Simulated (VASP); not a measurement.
# Pt (P6_3/mmc) in VASP: notebook

Pt is run at these levels: r2SCAN; tasks: single point.

All numbers are computed with VASP 6.6.1; they aren't measurements. Logs are shortened: lines on timing, memory, paths and dates and some standing lists are left out, and cuts for length are marked.

## (1) The cell of the first run

It takes space group P6_3/mmc (No. 194, hexagonal). The conventional cell has a = 2.678 Å, b = 2.678 Å, c = 4.792 Å, α = 90.00°, β = 90.00°, γ = 120.00°. Within 3.5 Å of Pt (site symmetry -6m2) lie 12 Pt at 2.68 to 2.85 Å.

## (2) Single point, r2SCAN

Contents of POSCAR:

```
Pt
1.0
    2.6778460200      0.0000000000      0.0000000000
   -1.3389230100      2.3190827900      0.0000000000
    0.0000000000      0.0000000000      4.7921340000
Pt
2
Direct
    0.6666666667      0.3333333333      0.7500000000
    0.3333333333      0.6666666667      0.2500000000
```

Contents of INCAR.step1:

```
  PREC = Accurate
  ENCUT = 520
  ISMEAR = 0
  SIGMA = 0.1
  LREAL = False
  LASPH = True
  NELM = 100
  NBANDS = 17
  GGA = PE
  ALGO = Normal
  EDIFF = 1E-4
  LWAVE = True
  LCHARG = False
```

Contents of INCAR.step2:

```
  PREC = Accurate
  ENCUT = 520
  EDIFF = 1E-6
  ISMEAR = 0
  SIGMA = 0.1
  LREAL = False
  LASPH = True
  NELM = 100
  ALGO = Normal
  ISIF = 2
  LWAVE = False
  LCHARG = False
  METAGGA = R2SCAN
  LMIXTAU = True
  NBANDS = 17
  ISTART = 1
```

Contents of KPOINTS:

```
Automatic mesh
0
Gamma
  14 14 7
```

Potentials or basis: VASP PAW PBE potentials, release 64 (Pt).

The run is started by

```bash
cat potpaw_PBE.64/Pt/POTCAR > POTCAR
cp INCAR.step1 INCAR
mpirun -np 1 vasp_std > vasp.out
cp INCAR.step2 INCAR
mpirun -np 1 vasp_std > vasp.out
```

OUTCAR:

```text
PREC = Accurate
   ENCUT = 520
   EDIFF = 1E-6
   ISMEAR = 0
   LREAL = False
   LASPH = True
   NELM = 100
   ISIF = 2
   METAGGA = R2SCAN
   ISTART = 1

 ion  position               nearest neighbor table
   1  0.667  0.333  0.750-   2 2.85   2 2.85   2 2.85   2 2.85   2 2.85   2 2.85
   2  0.333  0.667  0.250-   1 2.85   1 2.85   1 2.85   1 2.85   1 2.85   1 2.85

  LATTYP: Found a hexagonal cell.
 ALAT       =     2.6778460200
 C/A-ratio  =     1.7895480040

  Lattice vectors:

 A1 = (   2.6778460200,   0.0000000000,   0.0000000000)
 A2 = (  -1.3389230100,   2.3190827900,   0.0000000000)
 A3 = (   0.0000000000,   0.0000000000,   4.7921340000)

Analysis of symmetry for initial positions (statically):
=====================================================================
 Subroutine PRICEL returns:
 Original cell was already a primitive cell.

 Routine SETGRP: Setting up the symmetry group for a
 hexagonal supercell.

 Subroutine GETGRP returns: Found 24 space group operations
 (whereof 12 operations were pure point group operations)
 out of a pool of 24 trial point group operations.

The static configuration has the point symmetry D_3d.
 The point group associated with its full space group is D_6h.

Analysis of symmetry for dynamics (positions and initial velocities):
=====================================================================
 Subroutine PRICEL returns:
 Original cell was already a primitive cell.

 Routine SETGRP: Setting up the symmetry group for a
 hexagonal supercell.

 Subroutine GETGRP returns: Found 24 space group operations
 (whereof 12 operations were pure point group operations)
 out of a pool of 24 trial point group operations.

The dynamic configuration has the point symmetry D_3d.
 The point group associated with its full space group is D_6h.

 Subroutine INISYM returns: Found 24 space group operations
 (whereof 12 operations are pure point group operations),
 and found     1 'primitive' translations

----------------------------------------------------------------------------------------

                                     Primitive cell

  volume of cell :      29.7599

  direct lattice vectors                    reciprocal lattice vectors
     2.677846020  0.000000000  0.000000000     0.373434467  0.215602480  0.000000000
    -1.338923010  2.319082790  0.000000000     0.000000000  0.431204959  0.000000000
     0.000000000  0.000000000  4.792134000     0.000000000  0.000000000  0.208675300

  length of vectors
     2.677846020  2.677846115  4.792134000     0.431204975  0.431204959  0.208675300

  position of ions in fractional coordinates (direct lattice)
     0.666666667  0.333333333  0.750000000
     0.333333333  0.666666667  0.250000000

  ion indices of the primitive-cell ions
   primitive index   ion index
                 1           1
                 2           2

----------------------------------------------------------------------------------------

 KPOINTS: Automatic mesh

Automatic generation of k-mesh.
 Grid dimensions read from file:
 generate k-points for:   14   14    7

 Generating k-lattice:

  Cartesian coordinates                     Fractional coordinates (reciprocal lattice)
     0.026673890  0.015400177  0.000000000     0.071428571  0.000000000  0.000000000
     0.000000000  0.030800354  0.000000000     0.000000000  0.071428571  0.000000000
     0.000000000  0.000000000  0.029810757     0.000000000  0.000000000  0.142857143

  Length of vectors
     0.030800355  0.030800354  0.029810757

  Shift w.r.t. Gamma in fractional coordinates (k-lattice)
     0.000000000  0.000000000  0.000000000

 Subroutine IBZKPT returns following result:
 ===========================================

 Found     96 irreducible k-points:

 Following reciprocal coordinates:
            Coordinates               Weight
  0.000000  0.000000  0.000000      1.000000
  0.071429  0.000000  0.000000      6.000000
  0.142857  0.000000  0.000000      6.000000
  0.214286  0.000000  0.000000      6.000000
  0.285714  0.000000  0.000000      6.000000
  0.357143  0.000000  0.000000      6.000000
[... 16 lines left out ...]
  0.285714  0.285714  0.000000      6.000000
  0.357143  0.285714  0.000000      6.000000
 [... further k-points ...]
   k-points           NKPTS =     96   k-points in BZ     NKDIM =     96   number of bands    NBANDS=     17
   number of dos      NEDOS =    301   number of ions     NIONS =      2
   total plane-waves  NPLWV =  14400
   dimension x,y,z NGX =    20 NGY =   20 NGZ =   36
   dimension x,y,z NGXF=    40 NGYF=   40 NGZF=   72
   ions per type =               2
   NGX,Y,Z   is equivalent  to a cutoff of  12.42, 12.42, 12.49 a.u.
   NGXF,Y,Z  is equivalent  to a cutoff of  24.83, 24.83, 24.98 a.u.
 SYSTEM =  unknown system
   PREC   = accura    normal or accurate (medium, high low for compatibility)
   ISTART =      1    job   : 0-new  1-cont  2-samecut
   ICHARG =      0    charge: 1-file 2-atom 10-const
   ISPIN  =      1    spin polarized calculation?
   LNONCOLLINEAR =      F non collinear calculations
   LSORBIT =      F    spin-orbit coupling
   LASPH  =      T    aspherical Exc in radial PAW
   ENCUT  =  520.0 eV  38.22 Ry    6.18 a.u.   4.98  4.98  8.91*2*pi/ulx,y,z
   NELM   =    100;   NELMIN=  2; NELMDL=  0     # of ELM steps
   EDIFF  = 0.1E-05   stopping-criterion for ELM
   LREAL  =      F    real-space projection
   EDIFFG = 0.1E-04   stopping-criterion for IOM
   NSW    =      0    number of steps for IOM
   IBRION =     -1    ionic relax: 0-MD 1-quasi-New 2-CG
   NFREE  =      0    steps in history (QN), initial steepest desc. (CG)
   ISIF   =      2    stress and relaxation
   ISYM   =      2    0-nonsym 1-usesym 2-fastsym
   POTIM  = 0.5000    time-step for ionic-motion
   TEBEG  =    0.0;   TEEND  =   0.0 temperature during run
   PSTRESS=    0.0 pullay stress
   NELECT =      20.0000    total number of electrons
   NUPDOWN=      -1.0000    fix difference up-down
   EMIN   =  10.00;   EMAX   =-10.00  energy-range for DOS
   EFERMI =   0.00;   METHOD = LEGACY
   ISMEAR =     0;   SIGMA  =   0.10  broadening in eV -4-tet -1-fermi 0-gaus
   EFERMI_NEDOS =   21; number of points for ismear=-14 and -15
   IALGO  =     38    algorithm
   IMIX   =      4    mixing-type and parameters
     AMIX     =   0.40;   BMIX     =  1.00
     AMIX_MAG =   1.60;   BMIX_MAG =  1.00
  volume/ion in A,a.u.               =      14.88       100.41
  Fermi-wavevector in a.u.,A,eV,Ry     =   1.433974  2.709818 27.977401  2.056281
  Thomas-Fermi vector in A             =   2.553433
   LORBIT       =      0    0 simple, 1 ext, 2 COOP (PROOUT), +10 PAW based schemes
   METAGGA = R2SCAN    functional components
   LHFCALC =     F    Hartree Fock is set to
   AEXX    =    0.0000 exact exchange contribution
   IVDW    =     0    specifies the selected vdW correction
   LEPSILON=     F    determine dielectric tensor
   LRPA    =     F    only Hartree local field effects (RPA)
 non-spin polarized calculation
 Gauss-broadening in eV      SIGMA  =   0.10
  energy-cutoff  :      520.00
  volume of cell :       29.76
 maximum number of plane-waves:       820
 NGX is ok and might be reduce to    20
   NGX =  9   NGY =  9   NGZ = 17

 number of electron      20.0000004 magnetization

 Free energy of the ion-electron system (eV)
  ---------------------------------------------------
  ext. energy  EPLUGINS =         0.00000000
  ---------------------------------------------------
  free energy    TOTEN  =      -102.82978024 eV

  energy without entropy =     -102.81667881  energy(sigma->0) =     -102.82322953

 E-fermi :  11.2224     XC(G=0): -14.7110

 val. band max:       11.2098857248   @ k =   0.2143   0.2143   0.1429
 cond. band min:      11.2327386887   @ k =   0.2143   0.1429   0.2857
 fundamental gap:      0.0228529639
 Fermi energy:        11.2223844171

 k-point     1 :       0.0000    0.0000    0.0000
  band No.  band energies     occupation
      1       0.6197      2.00000
      2       3.2076      2.00000
      3       6.5401      2.00000
      4       7.3310      2.00000
      5       7.3310      2.00000
      6       7.6937      2.00000
[... 9 lines left out ...]
     16      29.4150      0.00000
     17      34.4891      0.00000

 k-point     2 :       0.0714    0.0000    0.0000
  band No.  band energies     occupation
      1       0.8312      2.00000
      2       3.4088      2.00000
      3       6.5676      2.00000
      4       7.2725      2.00000
      5       7.4979      2.00000
      6       7.5829      2.00000
[... 9 lines left out ...]
     16      29.7381      0.00000
     17      33.2739      0.00000

 k-point     3 :       0.1429    0.0000    0.0000
  band No.  band energies     occupation
      1       1.4350      2.00000
      2       3.9460      2.00000
      3       6.4979      2.00000
      4       7.1533      2.00000
      5       7.5104      2.00000
      6       7.8186      2.00000
[... 9 lines left out ...]
     16      30.1589      0.00000
     17      31.5523      0.00000

 k-point     4 :       0.2143    0.0000    0.0000
  band No.  band energies     occupation
      1       2.3212      2.00000
      2       4.5096      2.00000
      3       6.4526      2.00000
      4       6.7667      2.00000
      5       6.8314      2.00000
      6       8.0354      2.00000
[... 9 lines left out ...]
     16      29.8411      0.00000
     17      30.7157      0.00000
[... 343 lines left out ...]
      1       5.1078      2.00000
      2       5.2095      2.00000
      3       5.3337      2.00000
      4       7.0780      2.00000
      5       7.1150      2.00000
      6       7.3501      2.00000
[... 9 lines left out ...]
     16      24.4990      0.00000
     17      26.5690      0.00000

 k-point    23 :       0.2857    0.2857    0.0000
  band No.  band energies     occupation
      1       5.2033      2.00000
      2       5.5982      2.00000
      3       5.9606      2.00000
      4       6.4233      2.00000
      5       6.9266      2.00000
      6       7.3677      2.00000
[... 9 lines left out ...]
     16      25.5736      0.00000
     17      26.7662      0.00000

 k-point    24 :       0.3571    0.2857    0.0000
  band No.  band energies     occupation
      1       5.2027      2.00000
      2       5.8517      2.00000
      3       5.8595      2.00000
      4       6.6409      2.00000
      5       7.0203      2.00000
      6       7.1086      2.00000
[... 9 lines left out ...]
     16      24.2139      0.00000
     17      25.7787      0.00000

 [... further k-points ...]
[... 5 lines left out ...]
  --------------------------------------------------------------------------------------
  -------------------------------------------------------------------------------------
  Total        3.0105052      3.0105054      0.8711656      0.0000000      0.0000000      0.0000000
  in kB      162.0761647    162.0761800     46.9008249      0.0000000      0.0000000      0.0000000
  external PRESSURE =     123.6843899 kB  Pullay stress =       0.0000000 kB

 VOLUME and BASIS-vectors are now :
 -----------------------------------------------------------------------------
  energy-cutoff  :      520.00
  volume of cell :       29.76
      direct lattice vectors                 reciprocal lattice vectors
     2.677846020  0.000000000  0.000000000     0.373434467  0.215602480  0.000000000
    -1.338923010  2.319082790  0.000000000     0.000000000  0.431204959  0.000000000
     0.000000000  0.000000000  4.792134000     0.000000000  0.000000000  0.208675300

 POSITION                                       TOTAL-FORCE (eV/Angst)
 -----------------------------------------------------------------------------------
      1.33892      0.77303      3.59410         0.000000      0.000000      0.000000
     -0.00000      1.54606      1.19803        -0.000000     -0.000000      0.000000
 -----------------------------------------------------------------------------------
    total drift:                               -0.000000      0.000000     -0.000000

  FREE ENERGIE OF THE ION-ELECTRON SYSTEM (eV)
  ---------------------------------------------------
  free  energy   TOTEN  =      -102.8297802379 eV

  energy  without entropy=     -102.8166788147  energy(sigma->0) =     -102.82322953
```

It took 84 s on 1 thread of Intel Xeon Platinum 8559C (Emerald Rapids), shared host; peak memory 0.17 GiB.

What came out:

```
Free energy            : -102.8298 eV
Pressure               : 12.4 GPa
Band gap on the k mesh : zero (band 10 reaches 11.96 eV, above the bottom of band 11 at 10.35 eV)
```

Caveat: the PAW data sets were made with another functional, which shifts forces and pressure a little; spin-orbit coupling is left out, which moves the levels of the heavy elements.

(Part 1 of 2 ends here.)
